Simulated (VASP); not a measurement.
# Si4Mo3 (I4/mmm) in VASP: single point with PBE

Aim: the single point of Si4Mo3 with PBE.

Program: VASP 6.6.1. These are calculated values, not measurements. Logs are shortened: lines on timing, memory, paths and dates and some standing lists are left out, and cuts for length are marked.

**1. The cell of the first run**

The structure is tetragonal, space group I4/mmm (No. 139). Conventional cell: a = 3.198 Å, b = 3.198 Å, c = 19.032 Å, α = 90.00°, β = 90.00°, γ = 90.00°. Si (site symmetry 4mm) has 5 Mo at 2.60 to 2.61 Å and 9 Si at 2.62 to 3.20 Å within 3.4 Å. Si (site symmetry 4mm) has 6 Mo at 2.57 to 2.91 Å and 8 Si at 2.65 to 3.20 Å within 3.4 Å. Within 3.4 Å of Mo (site symmetry 4/mmm) lie 10 Si at 2.61 to 2.69 Å and 4 Mo at 3.20 Å. Mo (site symmetry 4mm) has 6 Si at 2.57 to 2.91 Å and 8 Mo at 2.82 to 3.20 Å within 3.4 Å.

**2. Single point, PBE**

Input file INCAR:

```
ALGO = Normal ; EDIFF = 1E-6
ENCUT = 520 ; GGA = PE
ISIF = 2 ; ISMEAR = 0
LASPH = True ; LCHARG = False
LREAL = False ; LWAVE = False
NBANDS = 38 ; NELM = 80
PREC = Accurate ; SIGMA = 0.1
```

Input file KPOINTS:

```
k-points
0
Gamma
  14 14 14
```

Input file POSCAR:

```
Si4Mo3
1.0
   -1.5988178465      1.5988178465      9.5162084095
    1.5988178465     -1.5988178465      9.5162084095
    1.5988178465      1.5988178465     -9.5162084095
Si Mo
4 3
Direct
    0.4310519007      0.4310519007      0.0000000000
    0.5689480993      0.5689480993      0.0000000000
    0.8586648665      0.8586648665      0.0000000000
    0.1413351335      0.1413351335      0.0000000000
    0.0000000000      0.0000000000      0.0000000000
    0.2942353621      0.2942353621      0.0000000000
    0.7057646379      0.7057646379      0.0000000000
```

Potentials or basis: VASP PAW PBE potentials, release 64 (Si, Mo_sv).

Launch:

```
> cat potpaw_PBE.64/Si/POTCAR potpaw_PBE.64/Mo_sv/POTCAR > POTCAR
> mpirun -np 1 vasp_std > vasp.out
```

OUTCAR:

```text
EDIFF = 1E-6
   ENCUT = 520
   GGA = PE
   ISIF = 2
   ISMEAR = 0
   LASPH = True
   LREAL = False
   NELM = 80
   PREC = Accurate

 ion  position               nearest neighbor table
   1  0.431  0.431  0.000-   6 2.60   5 2.61   5 2.61   5 2.61   5 2.61   2 2.62   3 2.65   3 2.65
                             3 2.65   3 2.65
   2  0.569  0.569  0.000-   7 2.60   5 2.61   5 2.61   5 2.61   5 2.61   1 2.62   4 2.65   4 2.65
                             4 2.65   4 2.65
   3  0.859  0.859  0.000-   6 2.57   6 2.57   6 2.57   6 2.57   1 2.65   1 2.65   1 2.65   1 2.65
                             5 2.69   7 2.91
   4  0.141  0.141  0.000-   7 2.57   7 2.57   7 2.57   7 2.57   2 2.65   2 2.65   2 2.65   2 2.65
                             5 2.69   6 2.91
   5  0.000  0.000  0.000-   2 2.61   2 2.61   2 2.61   1 2.61   2 2.61   1 2.61   1 2.61   1 2.61
                             3 2.69   4 2.69
   6  0.294  0.294  0.000-   3 2.57   3 2.57   3 2.57   3 2.57   1 2.60   7 2.82   7 2.82   7 2.82
                             7 2.82   4 2.91
   7  0.706  0.706  0.000-   4 2.57   4 2.57   4 2.57   4 2.57   2 2.60   6 2.82   6 2.82   6 2.82
                             6 2.82   3 2.91

  LATTYP: Found a body centered tetragonal cell.
 ALAT       =     3.1976356930
 C/A-ratio  =     5.9520278876

  Lattice vectors:

 A1 = (  -1.5988178465,   1.5988178465,   9.5162084095)
 A2 = (   1.5988178465,  -1.5988178465,   9.5162084095)
 A3 = (   1.5988178465,   1.5988178465,  -9.5162084095)

Analysis of symmetry for initial positions (statically):
=====================================================================
 Subroutine PRICEL returns:
 Original cell was already a primitive cell.

 Routine SETGRP: Setting up the symmetry group for a
 body centered tetragonal supercell.

 Subroutine GETGRP returns: Found 16 space group operations
 (whereof 16 operations were pure point group operations)
 out of a pool of 16 trial point group operations.

The static configuration has the point symmetry D_4h.

Analysis of symmetry for dynamics (positions and initial velocities):
=====================================================================
 Subroutine PRICEL returns:
 Original cell was already a primitive cell.

 Routine SETGRP: Setting up the symmetry group for a
 body centered tetragonal supercell.

 Subroutine GETGRP returns: Found 16 space group operations
 (whereof 16 operations were pure point group operations)
 out of a pool of 16 trial point group operations.

[... 114 lines left out ...]
   IBRION =     -1    ionic relax: 0-MD 1-quasi-New 2-CG
   NFREE  =      0    steps in history (QN), initial steepest desc. (CG)
   ISIF   =      2    stress and relaxation
   ISYM   =      2    0-nonsym 1-usesym 2-fastsym
   POTIM  = 0.5000    time-step for ionic-motion
   TEBEG  =    0.0;   TEEND  =   0.0 temperature during run
   PSTRESS=    0.0 pullay stress
   NELECT =      58.0000    total number of electrons
   NUPDOWN=      -1.0000    fix difference up-down
   EMIN   =  10.00;   EMAX   =-10.00  energy-range for DOS
   EFERMI =   0.00;   METHOD = LEGACY
   ISMEAR =     0;   SIGMA  =   0.10  broadening in eV -4-tet -1-fermi 0-gaus
   EFERMI_NEDOS =   21; number of points for ismear=-14 and -15
   IALGO  =     38    algorithm
   IMIX   =      4    mixing-type and parameters
     AMIX     =   0.40;   BMIX     =  1.00
     AMIX_MAG =   1.60;   BMIX_MAG =  1.00
  volume/ion in A,a.u.               =      13.90        93.80
  Fermi-wavevector in a.u.,A,eV,Ry     =   1.377770  2.603609 25.827278  1.898251
  Thomas-Fermi vector in A             =   2.502893
   LORBIT       =      0    0 simple, 1 ext, 2 COOP (PROOUT), +10 PAW based schemes
   GGA     = PE    functional components
   LHFCALC =     F    Hartree Fock is set to
   AEXX    =    0.0000 exact exchange contribution
   IVDW    =     0    specifies the selected vdW correction
   LEPSILON=     F    determine dielectric tensor
   LRPA    =     F    only Hartree local field effects (RPA)
 non-spin polarized calculation
 Gauss-broadening in eV      SIGMA  =   0.10
  energy-cutoff  :      520.00
  volume of cell :       97.30
 maximum number of plane-waves:      2653
 NGX is ok and might be reduce to    80
   NGX = 37   NGY = 37   NGZ = 37

 number of electron      58.0000002 magnetization

 Free energy of the ion-electron system (eV)
  ---------------------------------------------------
  ext. energy  EPLUGINS =         0.00000000
  ---------------------------------------------------
  free energy    TOTEN  =       -57.55953839 eV

  energy without entropy =      -57.55135469  energy(sigma->0) =      -57.55544654

 E-fermi :  11.9091     XC(G=0): -12.5243

 val. band max:       11.9046383697   @ k =  -0.3571   0.4286   0.2857
 cond. band min:      11.9215367847   @ k =  -0.4286   0.4286   0.3571
 fundamental gap:      0.0168984150
 Fermi energy:        11.9090805586

 k-point     1 :       0.0000    0.0000    0.0000
  band No.  band energies     occupation
      1     -48.9010      2.00000
      2     -48.7457      2.00000
      3     -48.6861      2.00000
      4     -23.1661      2.00000
      5     -23.0200      2.00000
      6     -23.0200      2.00000
[... 973 lines left out ...]
     37      16.3570      0.00000
     38      16.4010      0.00000

 [... further k-points ...]

------------------------ aborting loop because EDIFF is reached ----------------------------------------

  FORCE on cell =-STRESS in cart. coord.  units (eV):
  Direction    XX          YY          ZZ          XY          YZ          ZX
  --------------------------------------------------------------------------------------
  -------------------------------------------------------------------------------------
  Total        0.1318314      0.1318314      0.1147303      0.0000000      0.0000000     -0.0000000
  in kB        2.1707383      2.1707383      1.8891522      0.0000000      0.0000000     -0.0000000
  external PRESSURE =       2.0768762 kB  Pullay stress =       0.0000000 kB

 VOLUME and BASIS-vectors are now :
 -----------------------------------------------------------------------------
  energy-cutoff  :      520.00
  volume of cell :       97.30
      direct lattice vectors                 reciprocal lattice vectors
    -1.598817847  1.598817847  9.516208410     0.000000000  0.312731060  0.052541935
     1.598817847 -1.598817847  9.516208410     0.312731060  0.000000000  0.052541935
     1.598817847  1.598817847 -9.516208410     0.312731060  0.312731060  0.000000000

 POSITION                                       TOTAL-FORCE (eV/Angst)
 -----------------------------------------------------------------------------------
      0.00000      0.00000      8.20396        -0.000000     -0.000000     -0.003937
      0.00000      0.00000     10.82846        -0.000000     -0.000000      0.003937
      0.00000      0.00000     16.34247        -0.000000     -0.000000      0.008854
      0.00000      0.00000      2.68995         0.000000      0.000000     -0.008854
      0.00000      0.00000      0.00000         0.000000      0.000000      0.000000
      0.00000      0.00000      5.60001        -0.000000     -0.000000      0.006176
      0.00000      0.00000     13.43241         0.000000      0.000000     -0.006176
 -----------------------------------------------------------------------------------
    total drift:                                0.000000     -0.000000     -0.000000

  FREE ENERGIE OF THE ION-ELECTRON SYSTEM (eV)
  ---------------------------------------------------
  free  energy   TOTEN  =       -57.5595383883 eV

  energy  without entropy=      -57.5513546905  energy(sigma->0) =      -57.55544654
```

OSZICAR:

```text
N       E                     dE             d eps       ncg     rms          rms(c)
DAV:   1     0.499585616479E+03    0.49959E+03   -0.31967E+04 19104   0.149E+03
DAV:   2    -0.389034983867E+02   -0.53849E+03   -0.52390E+03 20628   0.416E+02
DAV:   3    -0.600211680765E+02   -0.21118E+02   -0.20597E+02 23684   0.716E+01
DAV:   4    -0.603677396887E+02   -0.34657E+00   -0.34513E+00 23264   0.849E+00
DAV:   5    -0.603716146106E+02   -0.38749E-02   -0.38731E-02 22606   0.953E-01    0.328E+01
DAV:   6    -0.579757296816E+02    0.23959E+01   -0.16588E+01 22078   0.203E+01    0.685E+00
DAV:   7    -0.576576267553E+02    0.31810E+00   -0.27903E+00 20952   0.754E+00    0.562E+00
DAV:   8    -0.575734851703E+02    0.84142E-01   -0.39951E-01 21876   0.327E+00    0.126E+00
DAV:   9    -0.575710542626E+02    0.24309E-02   -0.19367E-01 23304   0.191E+00    0.846E-01
DAV:  10    -0.575595435560E+02    0.11511E-01   -0.58649E-02 23052   0.103E+00    0.380E-01
DAV:  11    -0.575595904135E+02   -0.46857E-04   -0.46285E-03 23788   0.368E-01    0.184E-01
DAV:  12    -0.575595621375E+02    0.28276E-04   -0.14068E-04 22040   0.652E-02    0.113E-01
DAV:  13    -0.575595432821E+02    0.18855E-04   -0.13326E-04 21522   0.625E-02    0.278E-02
DAV:  14    -0.575595387228E+02    0.45592E-05   -0.99436E-06 22700   0.215E-02    0.157E-02
DAV:  15    -0.575595383883E+02    0.33454E-06   -0.95671E-07 13202   0.611E-03
   1 F= -.57559538E+02 E0= -.57555447E+02  d E =-.818370E-02
```

Wall time 64 min (1 thread of Intel Xeon 6975P-C (Granite Rapids), shared host); peak memory 1.3 GiB.

Results:

```yaml
Free_energy: -57.5595 eV
Pressure: 0.2 GPa
Largest_force: 0.009 eV/Å
Band_gap_on_the_k_mesh: zero (bands 29 and 30 overlap by 0.45 eV)
```

Forces in eV/Å, atoms in the order of the input:
```
Si   0.000  0.000 -0.004
Si   0.000  0.000  0.004
Si   0.000  0.000  0.009
Si   0.000  0.000 -0.009
Mo   0.000  0.000  0.000
Mo   0.000  0.000  0.006
Mo   0.000  0.000 -0.006
```

Levels at points of the mesh, in eV from the Fermi level:
```tsv
k point	band 26	band 27	band 28	band 29	band 30	band 31	band 32	band 33
(0.00, 0.00, 0.00)	-1.09	-0.70	-0.70	-0.14	0.65	1.55	1.81	2.09
(0.50, 0.00, 0.00)	-2.01	-0.95	-0.77	-0.36	0.64	0.88	2.33	2.34
(0.50, 0.50, 0.00)	-2.38	-1.64	-0.91	-0.44	0.99	1.99	2.46	2.46
(0.50, 0.50, 0.50)	-1.32	-0.14	0.04	0.04	0.65	0.86	1.01	1.01
```
